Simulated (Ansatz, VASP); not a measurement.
# Two plane-wave programs on AlNi

```
Al Ni
1.0
     2.86217    0.00000    0.03578
     0.00000    2.86217    0.00000
     0.03578    0.00000    2.86217
Al Ni
1 1
Cartesian
  0.0000 0.0000 0.0000
  1.4490 1.4311 1.4490
```

Change from the starting cell: strain +0.0250 x Voigt [0, 0, 0, 0, 1, 0], atoms carried along.

Alike in both runs: task single point; functional PBEsol; k mesh 20 × 20 × 20; occupations gaussian, width 0.15 eV; no spin polarisation.

|  | VASP | Ansatz |
| --- | --- | --- |
| version | VASP 6.6.1 | Ansatz 0.2.0 |
| potentials or method | VASP PAW PBE potentials, release 64 (Al, Ni), cutoff 520 eV | scalar-relativistic, plane waves, PAW |
| valence electrons in the cell | 13 | 21 |

VASP gave:

```
gap on the k mesh at the Fermi level (eV)                     : none
pressure (GPa)                                                : 0.0
traceless stress, the component that is largest in VASP (GPa) : -3.17
```

Q: Estimate Ansatz's values.

A: gap on the k mesh at the Fermi level (eV): none; pressure (GPa): 0.1; traceless stress, the component that is largest in VASP (GPa): -3.18.

VASP's potentials were made for PBE, not for PBEsol. A gap of «none» marks a metal or a gap that the smearing closes. VASP's potentials hold 13 valence electrons a cell and Ansatz's 21, so a difference there can come from the potentials and not from the codes.
